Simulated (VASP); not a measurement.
# Ga3B2As (P4/mmm) in VASP: notebook

The runs below take Ga3B2As through relaxation of cell and atoms, single point, with PBE.

Everything below comes from runs of VASP 6.6.1. Logs are shortened: lines on timing, memory, paths and dates and some standing lists are left out, and cuts for length are marked.

### 1 The cell of the first run

It takes space group P4/mmm (No. 123, tetragonal). Conventional cell: a = 3.306 Å, b = 3.306 Å, c = 10.469 Å, α = 90.00°, β = 90.00°, γ = 90.00°. Within 3.8 Å of Ga (site symmetry 4mm) lie 4 B at 2.84 Å and 4 As at 2.99 Å and 6 Ga at 3.31 to 3.74 Å. Ga (site symmetry 4/mmm) has 8 B at 2.92 Å and 6 Ga at 3.31 to 3.36 Å within 3.8 Å. B (site symmetry 4mm) has 8 Ga at 2.84 to 2.92 Å and 5 B at 3.31 to 3.49 Å and 1 As at 3.49 Å within 3.7 Å. As (site symmetry 4/mmm) has 8 Ga at 2.99 Å and 4 As at 3.31 Å and 2 B at 3.49 Å within 3.9 Å.

The cell was built from a structure type or drawn by symmetry, and may not be a known phase.

### 2 Relaxation of cell and atoms, PBE

INCAR

```
  PREC = Accurate
  ENCUT = 600
  EDIFF = 1E-7
  ISMEAR = 0
  SIGMA = 0.1
  LREAL = F
  LASPH = T
  NELM = 60
  ALGO = Normal
  ISIF = 3
  LWAVE = F
  LCHARG = F
  GGA = PE
  IBRION = 2
  NSW = 90
  EDIFFG = -0.04
```

KPOINTS

```
Automatic mesh
0
Gamma
  6 6 2
```

POSCAR

```
Ga3B2As
1.0
    3.3061947300      0.0000000000      0.0000000000
    0.0000000000      3.3061947300      0.0000000000
    0.0000000000      0.0000000000     10.4691109100
Ga B As
3 2 1
Direct
    0.5000000000      0.5000000000      0.1787200000
    0.5000000000      0.5000000000      0.5000000000
    0.5000000000      0.5000000000      0.8212800000
    0.0000000000      0.0000000000      0.3334420000
    0.0000000000      0.0000000000      0.6665580000
    0.0000000000      0.0000000000      0.0000000000
```

Potentials or basis: VASP PAW PBE potentials, release 64 (Ga_d, B, As).

Command:

```sh
> cat potpaw_PBE.64/Ga_d/POTCAR potpaw_PBE.64/B/POTCAR potpaw_PBE.64/As/POTCAR > POTCAR
> mpirun -np 1 vasp_std > vasp.out
```

OUTCAR:

```text
PREC = Accurate
   ENCUT = 600
   EDIFF = 1E-7
   ISMEAR = 0
   LREAL = F
   LASPH = T
   NELM = 60
   ISIF = 3
   GGA = PE
   IBRION = 2
   NSW = 90
   EDIFFG = -0.04

 ion  position               nearest neighbor table
   1  0.500  0.500  0.179-
   2  0.500  0.500  0.500-
   3  0.500  0.500  0.821-
   4  0.000  0.000  0.333-
   5  0.000  0.000  0.667-
   6  0.000  0.000  0.000-

  LATTYP: Found a simple tetragonal cell.
 ALAT       =     3.3061947300
 C/A-ratio  =     3.1665137008

  Lattice vectors:

 A1 = (   3.3061947300,   0.0000000000,   0.0000000000)
 A2 = (   0.0000000000,   3.3061947300,   0.0000000000)
 A3 = (   0.0000000000,   0.0000000000,  10.4691109100)

Analysis of symmetry for initial positions (statically):
=====================================================================
 Subroutine PRICEL returns:
 Original cell was already a primitive cell.

 Routine SETGRP: Setting up the symmetry group for a
 simple tetragonal supercell.

 Subroutine GETGRP returns: Found 16 space group operations
 (whereof 16 operations were pure point group operations)
 out of a pool of 16 trial point group operations.

The static configuration has the point symmetry D_4h.

Analysis of symmetry for dynamics (positions and initial velocities):
=====================================================================
 Subroutine PRICEL returns:
 Original cell was already a primitive cell.

 Routine SETGRP: Setting up the symmetry group for a
 simple tetragonal supercell.

 Subroutine GETGRP returns: Found 16 space group operations
 (whereof 16 operations were pure point group operations)
 out of a pool of 16 trial point group operations.

The dynamic configuration has the point symmetry D_4h.

 Subroutine INISYM returns: Found 16 space group operations
 (whereof 16 operations are pure point group operations),
 and found     1 'primitive' translations

----------------------------------------------------------------------------------------

                                     Primitive cell

  volume of cell :     114.4371

  direct lattice vectors                    reciprocal lattice vectors
     3.306194730  0.000000000  0.000000000     0.302462523  0.000000000  0.000000000
     0.000000000  3.306194730  0.000000000     0.000000000  0.302462523  0.000000000
     0.000000000  0.000000000 10.469110910     0.000000000  0.000000000  0.095519095

  length of vectors
     3.306194730  3.306194730 10.469110910     0.302462523  0.302462523  0.095519095

  position of ions in fractional coordinates (direct lattice)
     0.500000000  0.500000000  0.178720000
     0.500000000  0.500000000  0.500000000
     0.500000000  0.500000000  0.821280000
     0.000000000  0.000000000  0.333442000
     0.000000000  0.000000000  0.666558000
     0.000000000  0.000000000  0.000000000

  ion indices of the primitive-cell ions
   primitive index   ion index
                 1           1
                 2           2
                 3           3
                 4           4
                 5           5
                 6           6

----------------------------------------------------------------------------------------

 KPOINTS: Automatic mesh

Automatic generation of k-mesh.
 Grid dimensions read from file:
 generate k-points for:    6    6    2

 Generating k-lattice:

  Cartesian coordinates                     Fractional coordinates (reciprocal lattice)
     0.050410421  0.000000000  0.000000000     0.166666667  0.000000000  0.000000000
     0.000000000  0.050410421  0.000000000     0.000000000  0.166666667  0.000000000
     0.000000000  0.000000000  0.047759548     0.000000000  0.000000000  0.500000000

  Length of vectors
     0.050410421  0.050410421  0.047759548

  Shift w.r.t. Gamma in fractional coordinates (k-lattice)
     0.000000000  0.000000000  0.000000000

 Subroutine IBZKPT returns following result:
 ===========================================

 Found     20 irreducible k-points:

 Following reciprocal coordinates:
            Coordinates               Weight
  0.000000  0.000000  0.000000      1.000000
  0.166667  0.000000  0.000000      4.000000
  0.333333  0.000000  0.000000      4.000000
  0.500000  0.000000  0.000000      2.000000
  0.166667  0.166667  0.000000      4.000000
  0.333333  0.166667  0.000000      8.000000
[... 12 lines left out ...]
  0.500000  0.333333  0.500000      4.000000
  0.500000  0.500000  0.500000      1.000000
   k-points           NKPTS =     20   k-points in BZ     NKDIM =     20   number of bands    NBANDS=     30
   number of dos      NEDOS =    301   number of ions     NIONS =      6
   total plane-waves  NPLWV =  65856
   dimension x,y,z NGX =    28 NGY =   28 NGZ =   84
   dimension x,y,z NGXF=    56 NGYF=   56 NGZF=  168
   ions per type =               3   2   1
   NGX,Y,Z   is equivalent  to a cutoff of  14.08, 14.08, 13.34 a.u.
   NGXF,Y,Z  is equivalent  to a cutoff of  28.16, 28.16, 26.68 a.u.
 SYSTEM =  unknown system
   PREC   = accura    normal or accurate (medium, high low for compatibility)
   ISTART =      0    job   : 0-new  1-cont  2-samecut
   ICHARG =      2    charge: 1-file 2-atom 10-const
   ISPIN  =      1    spin polarized calculation?
   LNONCOLLINEAR =      F non collinear calculations
   LSORBIT =      F    spin-orbit coupling
   LASPH  =      T    aspherical Exc in radial PAW
   ENCUT  =  600.0 eV  44.10 Ry    6.64 a.u.   6.60  6.60 20.91*2*pi/ulx,y,z
   NELM   =     60;   NELMIN=  2; NELMDL= -5     # of ELM steps
   EDIFF  = 0.1E-06   stopping-criterion for ELM
   LREAL  =      F    real-space projection
   EDIFFG = -.4E-01   stopping-criterion for IOM
   NSW    =     90    number of steps for IOM
   IBRION =      2    ionic relax: 0-MD 1-quasi-New 2-CG
   NFREE  =      1    steps in history (QN), initial steepest desc. (CG)
   ISIF   =      3    stress and relaxation
   ISYM   =      2    0-nonsym 1-usesym 2-fastsym
   POTIM  = 0.5000    time-step for ionic-motion
   TEBEG  =    0.0;   TEEND  =   0.0 temperature during run
   PSTRESS=    0.0 pullay stress
   NELECT =      50.0000    total number of electrons
   NUPDOWN=      -1.0000    fix difference up-down
   EMIN   =  10.00;   EMAX   =-10.00  energy-range for DOS
   EFERMI =   0.00;   METHOD = LEGACY
   ISMEAR =     0;   SIGMA  =   0.10  broadening in eV -4-tet -1-fermi 0-gaus
   EFERMI_NEDOS =   21; number of points for ismear=-14 and -15
   IALGO  =     38    algorithm
   IMIX   =      4    mixing-type and parameters
     AMIX     =   0.40;   BMIX     =  1.00
     AMIX_MAG =   1.60;   BMIX_MAG =  1.00
  volume/ion in A,a.u.               =      19.07       128.71
  Fermi-wavevector in a.u.,A,eV,Ry     =   1.242251  2.347514 20.996334  1.543187
  Thomas-Fermi vector in A             =   2.376613
   LORBIT       =      0    0 simple, 1 ext, 2 COOP (PROOUT), +10 PAW based schemes
   GGA     = PE    functional components
   LHFCALC =     F    Hartree Fock is set to
   AEXX    =    0.0000 exact exchange contribution
   IVDW    =     0    specifies the selected vdW correction
   LEPSILON=     F    determine dielectric tensor
   LRPA    =     F    only Hartree local field effects (RPA)
 conjugate gradient relaxation of ions
 non-spin polarized calculation
 Gauss-broadening in eV      SIGMA  =   0.10
  energy-cutoff  :      600.00
  volume of cell :      114.44
 maximum number of plane-waves:      3857
 NGX is ok and might be reduce to    28
   NGX = 13   NGY = 13   NGZ = 41

--------------------------------------- Ionic step        1  -------------------------------------------

 number of electron      49.9999999 magnetization

 Free energy of the ion-electron system (eV)
  ---------------------------------------------------
  ext. energy  EPLUGINS =         0.00000000
  ---------------------------------------------------
  free energy    TOTEN  =       -19.78668631 eV

  energy without entropy =      -19.76899334  energy(sigma->0) =      -19.77783982

 E-fermi :   3.8306     XC(G=0): -10.1499

 val. band max:        3.7891307747   @ k =   0.3333   0.1667   0.5000
 cond. band min:       3.8314975554   @ k =   0.5000   0.1667   0.5000
 fundamental gap:      0.0423667806
 Fermi energy:         3.8306020727

 k-point     1 :       0.0000    0.0000    0.0000
  band No.  band energies     occupation
      1     -10.9331      2.00000
      2     -10.9313      2.00000
      3     -10.9062      2.00000
      4     -10.8782      2.00000
      5     -10.8746      2.00000
      6     -10.8474      2.00000
[... 751 lines left out ...]
 POSITION                                       TOTAL-FORCE (eV/Angst)
 -----------------------------------------------------------------------------------
      1.52144      1.52144      1.74132        -0.000000      0.000000      1.343482
      1.52144      1.52144      4.75846        -0.000000      0.000000      0.000000
      1.52144      1.52144      7.77559         0.000000     -0.000000     -1.343482
     -0.00000      0.00000      3.16739         0.000000      0.000000     -0.054802
     -0.00000      0.00000      6.34953        -0.000000      0.000000      0.054802
      0.00000      0.00000      0.00000        -0.000000      0.000000      0.000000
 -----------------------------------------------------------------------------------
    total drift:                                0.000000      0.000000      0.000000

  FREE ENERGIE OF THE ION-ELECTRON SYSTEM (eV)
  ---------------------------------------------------
  free  energy   TOTEN  =       -20.9807589556 eV

  energy  without entropy=      -20.9718481185  energy(sigma->0) =      -20.97630354

[... ionic steps 4 to 55 ...]

--------------------------------------- Ionic step       56  -------------------------------------------

 number of electron      50.0000017 magnetization

------------------------ aborting loop because EDIFF is reached ----------------------------------------

  FORCE on cell =-STRESS in cart. coord.  units (eV):
  Direction    XX          YY          ZZ          XY          YZ          ZX
  --------------------------------------------------------------------------------------
  -------------------------------------------------------------------------------------
  Total        0.0790483      0.0790483     -0.1899332      0.0000000      0.0000000      0.0000000
  in kB        1.4170568      1.4170568     -3.4048332      0.0000000      0.0000000      0.0000000
  external PRESSURE =      -0.1902399 kB  Pullay stress =       0.0000000 kB

 VOLUME and BASIS-vectors are now :
 -----------------------------------------------------------------------------
  energy-cutoff  :      600.00
  volume of cell :       89.37
      direct lattice vectors                 reciprocal lattice vectors
     3.165066628  0.000000000  0.000000000     0.315949115 -0.000000000  0.000000000
    -0.000000000  3.165066628  0.000000000     0.000000000  0.315949115 -0.000000000
    -0.000000000  0.000000000  8.921747196    -0.000000000 -0.000000000  0.112085669
[... 41 lines left out ...]
 POSITION                                       TOTAL-FORCE (eV/Angst)
 -----------------------------------------------------------------------------------
      1.58496      1.58496      1.82285        -0.000000      0.000000      0.012359
      1.58496      1.58496      4.44542         0.000000      0.000000      0.000000
      1.58496      1.58496      7.06800         0.000000     -0.000000     -0.012359
     -0.00000      0.00000      3.62304        -0.000000      0.000000      0.080215
     -0.00000      0.00000      5.26780         0.000000     -0.000000     -0.080215
      0.00000      0.00000      0.00000         0.000000      0.000000      0.000000
 -----------------------------------------------------------------------------------
    total drift:                                0.000000      0.000000      0.000000

  FREE ENERGIE OF THE ION-ELECTRON SYSTEM (eV)
  ---------------------------------------------------
  free  energy   TOTEN  =       -22.5294721849 eV

  energy  without entropy=      -22.5207777588  energy(sigma->0) =      -22.52512497

--------------------------------------- Ionic step       58  -------------------------------------------

 number of electron      50.0000019 magnetization

 Free energy of the ion-electron system (eV)
  ---------------------------------------------------
  ext. energy  EPLUGINS =         0.00000000
  ---------------------------------------------------
  free energy    TOTEN  =       -22.53001413 eV

  energy without entropy =      -22.52018585  energy(sigma->0) =      -22.52509999

 E-fermi :   5.9807     XC(G=0): -11.1952

 val. band max:        5.9178517103   @ k =   0.5000   0.5000   0.0000
 cond. band min:       6.0156289766   @ k =   0.1667   0.0000   0.5000
 fundamental gap:      0.0977772662
 Fermi energy:         5.9806938389

 k-point     1 :       0.0000    0.0000    0.0000
  band No.  band energies     occupation
      1      -9.3072      2.00000
      2      -9.1046      2.00000
      3      -9.0573      2.00000
      4      -9.0573      2.00000
      5      -9.0240      2.00000
      6      -9.0215      2.00000
[... 671 lines left out ...]
 POSITION                                       TOTAL-FORCE (eV/Angst)
 -----------------------------------------------------------------------------------
      1.58567      1.58567      1.82033         0.000000     -0.000000     -0.003633
      1.58567      1.58567      4.43535         0.000000      0.000000      0.000000
      1.58567      1.58567      7.05038        -0.000000      0.000000      0.003633
     -0.00000      0.00000      3.61538        -0.000000      0.000000      0.021840
     -0.00000      0.00000      5.25533         0.000000     -0.000000     -0.021840
      0.00000      0.00000      0.00000         0.000000      0.000000      0.000000
 -----------------------------------------------------------------------------------
    total drift:                                0.000000      0.000000     -0.000000

  FREE ENERGIE OF THE ION-ELECTRON SYSTEM (eV)
  ---------------------------------------------------
  free  energy   TOTEN  =       -22.5300141305 eV

  energy  without entropy=      -22.5201858487  energy(sigma->0) =      -22.52509999

 reached required accuracy - stopping structural energy minimisation
```

Wall time 33 min (1 thread of Intel Xeon 6975P-C (Granite Rapids), shared host); peak memory 0.31 GiB.

What came out:

| Item | Value |
| --- | --- |
| Free energy | -22.5300 eV |
| Relaxed volume | 14.87 Å³/atom |
| Relaxed cell | a = 3.171 Å, b = 3.171 Å, c = 8.871 Å, α = 90.00°, β = 90.00°, γ = 90.00° |
| Space group after relaxing (to 0.1 Å) | P4/mmm (No. 123) |
| Pressure after relaxing | 0.0 GPa |
| Largest force after relaxing | 0.022 eV/Å |
| Band gap on the k mesh | zero (bands 25 and 26 overlap by 3.01 eV) |

Forces in eV/Å, atoms in the order of the input:
```
Ga   0.000  0.000 -0.004
Ga   0.000  0.000  0.000
Ga   0.000  0.000  0.004
B    0.000  0.000  0.022
B    0.000  0.000 -0.022
As   0.000  0.000  0.000
```

Stress tensor (GPa, compression positive):
```
 0.09  0.00  0.00
 0.00  0.09  0.00
 0.00  0.00 -0.24
```

Final structure:
```yaml
crystal:
  lattice:
    - [3.17134, 0.00000, 0.00000]
    - [0.00000, 3.17134, 0.00000]
    - [0.00000, 0.00000, 8.87071]
  atoms:
    - { symbol: Ga, position: [0.50000, 0.50000, 0.20521] }
    - { symbol: Ga, position: [0.50000, 0.50000, 0.50000] }
    - { symbol: Ga, position: [0.50000, 0.50000, 0.79479] }
    - { symbol: B, position: [0.00000, 0.00000, 0.40756] }
    - { symbol: B, position: [0.00000, 0.00000, 0.59244] }
    - { symbol: As, position: [0.00000, 0.00000, 0.00000] }
```

Caveat: the volume moved by over 15 % at a fixed basis, so the end points are rough.

### 3 Single point, PBE

This run uses another cell than the first one, of 14.88 Å³/atom.

INCAR

```
  ALGO = Normal
  EDIFF = 1E-6
  ENCUT = 520
  GGA = PE
  ISIF = 2
  ISMEAR = 0
  LASPH = True
  LCHARG = False
  LREAL = False
  LWAVE = False
  NBANDS = 34
  NELM = 80
  PREC = Accurate
  SIGMA = 0.1
```

KPOINTS

```
k-points
0
Gamma
  12 12 6
```

POSCAR

```
Ga3B2As
1.0
    3.1587343862      0.0000000000      0.0000000000
    0.0000000000      3.1587343862      0.0000000000
    0.0000000000      0.0000000000      8.9481558505
Ga B As
3 2 1
Direct
    0.5000000000      0.5000000000      0.2127935689
    0.5000000000      0.5000000000      0.5000000000
    0.5000000000      0.5000000000      0.7872064311
    0.0000000000      0.0000000000      0.4077964068
    0.0000000000      0.0000000000      0.5922035932
    0.0000000000      0.0000000000      0.0000000000
```

Potentials or basis: VASP PAW PBE potentials, release 64 (Ga_d, B, As).

Command:

```sh
> cat potpaw_PBE.64/Ga_d/POTCAR potpaw_PBE.64/B/POTCAR potpaw_PBE.64/As/POTCAR > POTCAR
> mpirun -np 1 vasp_std > vasp.out
```

Run time: 2.9 min. Hardware: 1 thread of Intel Xeon 6975P-C (Granite Rapids), shared host; peak memory 0.39 GiB.

Results (log left out):

| Quantity | Value |
| --- | --- |
| Free energy | -22.4022 eV |
| Pressure | 0.1 GPa |
| Largest force | 0.020 eV/Å |
| Band gap on the k mesh | zero (bands 25 and 26 overlap by 3.26 eV) |

Forces on the atoms (eV/Å):
```
Ga   0.000  0.000  0.000
Ga   0.000  0.000  0.000
Ga   0.000  0.000  0.000
B    0.000  0.000 -0.020
B    0.000  0.000  0.020
As   0.000  0.000  0.000
```

Levels at points of the mesh, in eV from the Fermi level:
```csv
k point,band 23,band 24,band 25,band 26,band 27,band 28
"(0.00, 0.00, 0.00)",0.27,1.13,1.13,2.10,2.50,3.57
"(0.50, 0.00, 0.00)",-1.85,-1.32,-0.91,0.97,2.76,4.03
"(0.50, 0.50, 0.00)",-3.21,-2.43,-2.24,-1.54,-1.54,-0.09
"(0.00, 0.00, 0.50)",-1.20,1.00,1.00,1.92,3.59,4.03
"(0.50, 0.00, 0.50)",-4.09,-0.23,0.97,2.24,2.74,2.78
"(0.50, 0.50, 0.50)",-3.75,-2.02,-1.41,-0.70,-0.35,-0.35
```
